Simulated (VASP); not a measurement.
A run of VASP 6.6.1 is set up as follows.

File INCAR:

```
SYSTEM = Tb4WO
ALGO = Normal
EDIFF = 1E-6
ENCUT = 600
GGA = PE
GGA_COMPAT = .FALSE.
ISIF = 2
ISMEAR = 0
LASPH = .TRUE.
LCHARG = .FALSE.
LMAXMIX = 6
LREAL = .FALSE.
LWAVE = .FALSE.
NBANDS = 37
NELM = 200
PREC = Accurate
SIGMA = 0.2
```

Contents of KPOINTS:

```
k-points
0
G
  3 3 3
  0 0 0
```

The input POSCAR:

```
Tb4WO
1.0
    7.0060175095      0.0000000000      0.0000000000
    0.0000000000      7.0060175095      0.0000000000
    0.0000000000      0.0000000000      3.6746553900
Tb W O
4 1 1
Direct
    0.7012658700      0.0000000000      0.0000000000
    0.2987341300      0.0000000000      0.0000000000
    0.0000000000      0.7012658700      0.0000000000
    0.0000000000      0.2987341300      0.0000000000
    0.5000000000      0.5000000000      0.0000000000
    0.5000000000      0.5000000000      0.5000000000
```

Potentials or basis: VASP PAW PBE potentials, release 64 (Tb_3, W_sv, O), 4f in core.

Launch:

```console
$ cat potpaw_PBE.64/Tb_3/POTCAR potpaw_PBE.64/W_sv/POTCAR potpaw_PBE.64/O/POTCAR > POTCAR
$ mpirun -np 1 vasp_std > vasp.out
```

(1) What does it give for the pressure?

(2) What does it give for the band gap on the k mesh?

(3) What does it give for the largest force?

Answers

(1) 0.4 GPa.

(2) zero (bands 28 and 29 overlap by 0.07 eV).

(3) 0.024 eV/Å.

Caveat: the k points lie up to 0.57 Å⁻¹ apart; spin-orbit coupling is left out, which moves the levels of the heavy elements; the 4f electrons are frozen in the core, so they carry no moment and show no levels; the run has no spin polarisation, though such a crystal can be magnetic.
